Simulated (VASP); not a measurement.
Be, 1 atom in the cell. It takes space group Im-3m (No. 229, cubic). The conventional cell has a = 1.965 Å, b = 1.965 Å, c = 1.965 Å, α = 90.00°, β = 90.00°, γ = 90.00°. Be (site symmetry m-3m) has 14 Be at 1.70 to 1.97 Å within 2.3 Å. This isn't the form of Be at room conditions, which is hcp.

- Program: VASP 6.6.1
- Task: single point
- Functional: PBEsol
- Potentials or basis: VASP PAW PBE potentials, release 64 (Be)
- Cutoff: 520 eV
- k mesh: 27 × 27 × 27
- Occupations: fermi-dirac, width 0.05 eV
- Spin: no spin polarisation
- Dipole correction: no
- Further INCAR settings: ALGO = Normal; EDIFF = 1e-06; NBANDS = 7

Potentials or basis: VASP PAW PBE potentials, release 64 (Be).

Run with:

```bash
$ cat potpaw_PBE.64/Be/POTCAR > POTCAR
$ mpirun -np 1 vasp_std > vasp.out
```

Hardware: 1 thread of Intel(R) Xeon(R) Platinum 8559C (Emerald Rapids), with other jobs on the host.

How long does it take, and how much memory?

It took 6.3 s on 1 thread of Intel(R) Xeon(R) Platinum 8559C (Emerald Rapids), on a shared host, peak memory 0.11 GiB. Counts: scf iterations 9, k points 560.
